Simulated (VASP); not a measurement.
# Be (Im-3m) in VASP: notebook, part 2 of 2

VASP 6.6.1.

### Step 6. Relaxation of cell and atoms, r2SCAN

This run uses another cell than the first one, of 8.10 Å³/atom.

POSCAR

```
Be
1.0
   -1.2650000000      1.2650000000      1.2650000000
    1.2650000000     -1.2650000000      1.2650000000
    1.2650000000      1.2650000000     -1.2650000000
Be
1
Direct
    0.0000000000      0.0000000000      0.0000000000
```

INCAR.step1

```
PREC = Accurate
ENCUT = 660
ISMEAR = 0
SIGMA = 0.05
LREAL = F
LASPH = T
NELM = 120
GGA = PE
ALGO = Normal
EDIFF = 1E-5
LWAVE = T
LCHARG = F
GGA_COMPAT = F
IBRION = 2
ISIF = 3
EDIFFG = -0.005
NELMIN = 4
NSW = 100
```

INCAR.step2

```
PREC = Accurate
ENCUT = 660
EDIFF = 1E-7
ISMEAR = 0
SIGMA = 0.05
LREAL = F
LASPH = T
NELM = 120
ALGO = Normal
ISIF = 3
LWAVE = F
LCHARG = F
METAGGA = R2SCAN
LMIXTAU = T
IBRION = 2
NSW = 80
EDIFFG = -0.02
ISTART = 1
GGA_COMPAT = F
NELMIN = 4
```

KPOINTS

```
regular mesh
0
Gamma
  26 26 26
```

Potentials or basis: VASP PAW PBE potentials, release 64 (Be).

Launch:

```bash
$ cat potpaw_PBE.64/Be/POTCAR > POTCAR
$ cp INCAR.step1 INCAR
$ mpirun -np 1 vasp_std > vasp.out
$ cp INCAR.step2 INCAR
$ mpirun -np 1 vasp_std > vasp.out
```

OUTCAR:

```text
PREC = Accurate
   ENCUT = 660
   EDIFF = 1E-7
   ISMEAR = 0
   LREAL = F
   LASPH = T
   NELM = 120
   ISIF = 3
   METAGGA = R2SCAN
   IBRION = 2
   NSW = 80
   EDIFFG = -0.02
   ISTART = 1
   NELMIN = 4

 ion  position               nearest neighbor table
   1  0.000  0.000  0.000-

  LATTYP: Found a body centered cubic cell.
 ALAT       =     2.5300000000

  Lattice vectors:

 A1 = (  -1.2650000000,   1.2650000000,   1.2650000000)
 A2 = (   1.2650000000,  -1.2650000000,   1.2650000000)
 A3 = (   1.2650000000,   1.2650000000,  -1.2650000000)

Analysis of symmetry for initial positions (statically):
=====================================================================
 Subroutine PRICEL returns:
 Original cell was already a primitive cell.

 Routine SETGRP: Setting up the symmetry group for a
 body centered cubic supercell.

 Subroutine GETGRP returns: Found 48 space group operations
 (whereof 48 operations were pure point group operations)
 out of a pool of 48 trial point group operations.

The static configuration has the point symmetry O_h .

Analysis of symmetry for dynamics (positions and initial velocities):
=====================================================================
 Subroutine PRICEL returns:
 Original cell was already a primitive cell.

 Routine SETGRP: Setting up the symmetry group for a
 body centered cubic supercell.

 Subroutine GETGRP returns: Found 48 space group operations
 (whereof 48 operations were pure point group operations)
 out of a pool of 48 trial point group operations.

The dynamic configuration has the point symmetry O_h .

 Subroutine INISYM returns: Found 48 space group operations
 (whereof 48 operations are pure point group operations),
 and found     1 'primitive' translations

----------------------------------------------------------------------------------------

                                     Primitive cell

  volume of cell :       8.0971

  direct lattice vectors                    reciprocal lattice vectors
    -1.265000000  1.265000000  1.265000000     0.000000000  0.395256917  0.395256917
     1.265000000 -1.265000000  1.265000000     0.395256917  0.000000000  0.395256917
     1.265000000  1.265000000 -1.265000000     0.395256917  0.395256917  0.000000000

  length of vectors
     2.191044272  2.191044272  2.191044272     0.558977693  0.558977693  0.558977693

  position of ions in fractional coordinates (direct lattice)
     0.000000000  0.000000000  0.000000000

  ion indices of the primitive-cell ions
   primitive index   ion index
                 1           1

----------------------------------------------------------------------------------------

 KPOINTS: regular mesh

Automatic generation of k-mesh.
 Grid dimensions read from file:
 generate k-points for:   26   26   26

 Generating k-lattice:

  Cartesian coordinates                     Fractional coordinates (reciprocal lattice)
[... 40 lines left out ...]
  0.384615  0.038462  0.000000     48.000000
 [... further k-points ...]
   k-points           NKPTS =    511   k-points in BZ     NKDIM =    511   number of bands    NBANDS=      5
   number of dos      NEDOS =    301   number of ions     NIONS =      1
   total plane-waves  NPLWV =   5832
   dimension x,y,z NGX =    18 NGY =   18 NGZ =   18
   dimension x,y,z NGXF=    36 NGYF=   36 NGZF=   36
   ions per type =               1
   NGX,Y,Z   is equivalent  to a cutoff of  13.66, 13.66, 13.66 a.u.
   NGXF,Y,Z  is equivalent  to a cutoff of  27.32, 27.32, 27.32 a.u.
 SYSTEM =  unknown system
   PREC   = accura    normal or accurate (medium, high low for compatibility)
   ISTART =      1    job   : 0-new  1-cont  2-samecut
   ICHARG =      0    charge: 1-file 2-atom 10-const
   ISPIN  =      1    spin polarized calculation?
   LNONCOLLINEAR =      F non collinear calculations
   LSORBIT =      F    spin-orbit coupling
   LASPH  =      T    aspherical Exc in radial PAW
   ENCUT  =  660.0 eV  48.51 Ry    6.96 a.u.   4.59  4.59  4.59*2*pi/ulx,y,z
   NELM   =    120;   NELMIN=  4; NELMDL=  0     # of ELM steps
   EDIFF  = 0.1E-06   stopping-criterion for ELM
   LREAL  =      F    real-space projection
   EDIFFG = -.2E-01   stopping-criterion for IOM
   NSW    =     80    number of steps for IOM
   IBRION =      2    ionic relax: 0-MD 1-quasi-New 2-CG
   NFREE  =      1    steps in history (QN), initial steepest desc. (CG)
   ISIF   =      3    stress and relaxation
   ISYM   =      2    0-nonsym 1-usesym 2-fastsym
   POTIM  = 0.5000    time-step for ionic-motion
   TEBEG  =    0.0;   TEEND  =   0.0 temperature during run
   PSTRESS=    0.0 pullay stress
   NELECT =       2.0000    total number of electrons
   NUPDOWN=      -1.0000    fix difference up-down
   EMIN   =  10.00;   EMAX   =-10.00  energy-range for DOS
   EFERMI =   0.00;   METHOD = LEGACY
   ISMEAR =     0;   SIGMA  =   0.05  broadening in eV -4-tet -1-fermi 0-gaus
   EFERMI_NEDOS =   21; number of points for ismear=-14 and -15
   IALGO  =     38    algorithm
   IMIX   =      4    mixing-type and parameters
     AMIX     =   0.40;   BMIX     =  1.00
     AMIX_MAG =   1.60;   BMIX_MAG =  1.00
  volume/ion in A,a.u.               =       8.10        54.64
  Fermi-wavevector in a.u.,A,eV,Ry     =   1.027167  1.941064 14.355121  1.055072
  Thomas-Fermi vector in A             =   2.161098
   LORBIT       =      0    0 simple, 1 ext, 2 COOP (PROOUT), +10 PAW based schemes
   METAGGA = R2SCAN    functional components
   LHFCALC =     F    Hartree Fock is set to
   AEXX    =    0.0000 exact exchange contribution
   IVDW    =     0    specifies the selected vdW correction
   LEPSILON=     F    determine dielectric tensor
   LRPA    =     F    only Hartree local field effects (RPA)
 conjugate gradient relaxation of ions
 non-spin polarized calculation
 Gauss-broadening in eV      SIGMA  =   0.05
  energy-cutoff  :      660.00
  volume of cell :        8.10
 maximum number of plane-waves:       325
   NGX =  9   NGY =  9   NGZ =  9

--------------------------------------- Ionic step        1  -------------------------------------------

 number of electron       2.0000000 magnetization

 Free energy of the ion-electron system (eV)
  ---------------------------------------------------
  ext. energy  EPLUGINS =         0.00000000
  ---------------------------------------------------
  free energy    TOTEN  =        -4.23999994 eV

  energy without entropy =       -4.23985543  energy(sigma->0) =       -4.23992768

------------------------ aborting loop because EDIFF is reached ----------------------------------------

  FORCE on cell =-STRESS in cart. coord.  units (eV):
  Direction    XX          YY          ZZ          XY          YZ          ZX
  --------------------------------------------------------------------------------------
  -------------------------------------------------------------------------------------
  Total       -0.2058105     -0.2058105     -0.2058105      0.0000000      0.0000000     -0.0000000
  in kB      -40.7236439    -40.7236439    -40.7236439      0.0000000      0.0000000     -0.0000000
  external PRESSURE =     -40.7236439 kB  Pullay stress =       0.0000000 kB
[... 57 lines left out ...]
--------------------------------------- Ionic step        3  -------------------------------------------

 number of electron       2.0000000 magnetization

 Free energy of the ion-electron system (eV)
  ---------------------------------------------------
  ext. energy  EPLUGINS =         0.00000000
  ---------------------------------------------------
  free energy    TOTEN  =        -4.24358943 eV

  energy without entropy =       -4.24344221  energy(sigma->0) =       -4.24351582

 E-fermi :   8.1001     XC(G=0): -11.2926

 val. band max:        8.0910109342   @ k =   0.3462   0.2692   0.0000
 cond. band min:       8.1100626539   @ k =  -0.3846  -0.3846   0.0385
 fundamental gap:      0.0190517197
 Fermi energy:         8.1000578011

 k-point     1 :       0.0000    0.0000    0.0000
  band No.  band energies     occupation
      1      -5.0793      2.00000
      2      29.2375      0.00000
      3      29.2375      0.00000
      4      29.2375      0.00000
      5      40.4305      0.00000
[... 177 lines left out ...]
 k-point    24 :       0.3846    0.0385    0.0000
  band No.  band energies     occupation
      1       0.9331      2.00000
      2      10.9037      0.00000
      3      21.7367      0.00000
      4      24.6422      0.00000
      5      30.6605      0.00000

 [... further k-points ...]

------------------------ aborting loop because EDIFF is reached ----------------------------------------

  FORCE on cell =-STRESS in cart. coord.  units (eV):
  Direction    XX          YY          ZZ          XY          YZ          ZX
  --------------------------------------------------------------------------------------
  -------------------------------------------------------------------------------------
  Total       -0.0014581     -0.0014581     -0.0014581      0.0000000     -0.0000000     -0.0000000
  in kB       -0.2984901     -0.2984901     -0.2984901      0.0000000     -0.0000000     -0.0000000
  external PRESSURE =      -0.2984901 kB  Pullay stress =       0.0000000 kB
[... 16 lines left out ...]
  FREE ENERGIE OF THE ION-ELECTRON SYSTEM (eV)
  ---------------------------------------------------
  free  energy   TOTEN  =        -4.2435894322 eV

  energy  without entropy=       -4.2434422067  energy(sigma->0) =       -4.24351582

 reached required accuracy - stopping structural energy minimisation
```

OUTCAR.step1:

```text
PREC = Accurate
   ENCUT = 660
   ISMEAR = 0
   LREAL = F
   LASPH = T
   NELM = 120
   GGA = PE
[... 478 lines left out ...]
  -------------------------------------------------------------------------------------
  Total       -0.0007053     -0.0007053     -0.0007053      0.0000000      0.0000000     -0.0000000
  in kB       -0.1444241     -0.1444241     -0.1444241      0.0000000      0.0000000     -0.0000000
  external PRESSURE =      -0.1444241 kB  Pullay stress =       0.0000000 kB
[... 16 lines left out ...]
  FREE ENERGIE OF THE ION-ELECTRON SYSTEM (eV)
  ---------------------------------------------------
  free  energy   TOTEN  =        -3.6682163711 eV

  energy  without entropy=       -3.6680687340  energy(sigma->0) =       -3.66814255

 reached required accuracy - stopping structural energy minimisation
```

OSZICAR.step1:

```text
N       E                     dE             d eps       ncg     rms          rms(c)
DAV:   1    -0.121611135598E+01   -0.12161E+01   -0.13341E+03  5295   0.409E+02
DAV:   2    -0.367864123659E+01   -0.24625E+01   -0.22052E+01  6710   0.467E+01
DAV:   3    -0.369213566798E+01   -0.13494E-01   -0.13490E-01  6365   0.292E+00
[... 12 lines left out ...]
   2 F= -.36681465E+01 E0= -.36680726E+01  d E =-.347574E-02
       N       E                     dE             d eps       ncg     rms          rms(c)
DAV:   1    -0.366821574259E+01   -0.68685E-04   -0.27023E-04  5420   0.195E-01    0.672E-03
DAV:   2    -0.366821560972E+01    0.13287E-06   -0.26188E-07  4530   0.723E-03    0.425E-03
DAV:   3    -0.366821641025E+01   -0.80053E-06   -0.29854E-07  2700   0.967E-03    0.171E-04
DAV:   4    -0.366821637112E+01    0.39131E-07   -0.65869E-09  2655   0.137E-03
   3 F= -.36682164E+01 E0= -.36681426E+01  d E =-.354556E-02
```

It took 2.5 min on 1 thread of Intel Xeon Platinum 8375C at 2.90GHz (Ice Lake), shared host; peak memory 0.14 GiB.

What came out:

| Quantity | Value |
| --- | --- |
| Free energy | -4.2436 eV |
| Relaxed volume | 7.83 Å³/atom |
| Relaxed cell | a = 2.166 Å, b = 2.166 Å, c = 2.166 Å, α = 109.47°, β = 109.47°, γ = 109.47° |
| Space group after relaxing (to 0.1 Å) | Im-3m (No. 229) |
| Energy gained by relaxing | 3.6 meV/atom |
| Ionic steps | 3 |
| Pressure after relaxing | 0.0 GPa |
| Band gap on the k mesh | zero (bands 1 and 2 overlap by 5.81 eV) |

Step by step:
| step | energy change (eV) | largest force (eV/Å) | pressure (GPa) | volume (Å³) |
| --- | --- | --- | --- | --- |
| 1 | 0.0000 | 0.0000 | -4.07 | 8.10 |
| 2 | -0.0035 | 0.0000 | -0.54 | 7.86 |
| 3 | -0.0036 | 0.0000 | -0.03 | 7.83 |

Final structure:
```cif
data_structure
_symmetry_space_group_name_H-M 'P 1'
_symmetry_Int_Tables_number 1
_cell_length_a 2.1663
_cell_length_b 2.1663
_cell_length_c 2.1663
_cell_angle_alpha 109.471
_cell_angle_beta 109.471
_cell_angle_gamma 109.471
_cell_volume 7.83
loop_
_atom_site_label
_atom_site_type_symbol
_atom_site_fract_x
_atom_site_fract_y
_atom_site_fract_z
_atom_site_occupancy
Be1 Be 0.00000 0.00000 0.00000 1
```

Caveat: the PAW data sets were made with another functional, which shifts forces and pressure a little.

### Step 7. Overview

```csv
task,cell,gap on the mesh (eV),pressure (GPa)
single point,"a = 1.963 Å, angles 109.5°, 1 atom",none,60.5
single point,"a = 2.011 Å, angles 109.5°, 1 atom",none,40.4
single point,"a = 2.074 Å, angles 109.5°, 1 atom",none,20.3
single point,"a = 2.165 Å, angles 109.5°, 1 atom",none,0.2
relaxation of cell and atoms,"relaxed from a = 2.191 Å, angles 109.5°, 1 atom",none,0.0
```

Alike in all rows: level r2SCAN; potentials or basis VASP PAW PBE potentials, release 64 (Be); no spin polarisation; k mesh 26 × 26 × 26; cutoff (eV) 660; smearing gaussian 0.05 eV.

Caveats: the PAW data sets were made with another functional, which shifts forces and pressure a little; the cell stands under pressure (at least some runs).

Total energies depend on the potentials used, so only differences within one code and one set of settings carry meaning.

The gap in the log of VASP goes by the Fermi energy; the results here count the filled bands.